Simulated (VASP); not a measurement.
A run of VASP 6.6.1 is set up as follows.

File INCAR:

```
PREC     = Accurate       # precision mode
ENCUT    = 520            # plane-wave cutoff, eV
EDIFF    = 1E-6           # SCF threshold, eV
ISMEAR   = -1             # smearing method
SIGMA    = 0.05           # smearing width, eV
LREAL    = False          # projectors in reciprocal space
LASPH    = True           # aspherical terms in the spheres
NELM     = 80             # most SCF steps
ALGO     = Normal         # electronic algorithm
ISIF     = 2              # what is computed and relaxed
LWAVE    = False          # write WAVECAR
LCHARG   = False          # write CHGCAR
GGA      = PE             # functional
NBANDS   = 11             # bands
```

File KPOINTS:

```
Automatic mesh
0
Gamma
  12 8 6
```

The input POSCAR:

```
BAs
1.0
    3.1483979565      0.0000000000      0.0000000000
    0.0000000000      2.6076407627      0.0000000000
    0.0000000000      0.0000000000      3.1596756652
B As
1 1
Direct
    0.0000000000      0.5000000000      0.0000000000
    0.5000000000      0.5000000000      0.5000000000
```

Potentials or basis: VASP PAW PBE potentials, release 64 (B, As).

The run is started by

```sh
$ cat potpaw_PBE.64/B/POTCAR potpaw_PBE.64/As/POTCAR > POTCAR
$ mpirun -np 1 vasp_std > vasp.out
```

Task: What does it give for the pressure?

Result: 0.4 GPa.

Task: What does it give for the band gap on the k mesh?

Result: Zero (band 4 reaches 9.05 eV, above the bottom of band 5 at 3.59 eV).

Stress tensor (GPa, compression positive):
```
0.53 0.00 0.00
0.00 0.26 0.00
0.00 0.00 0.52
```
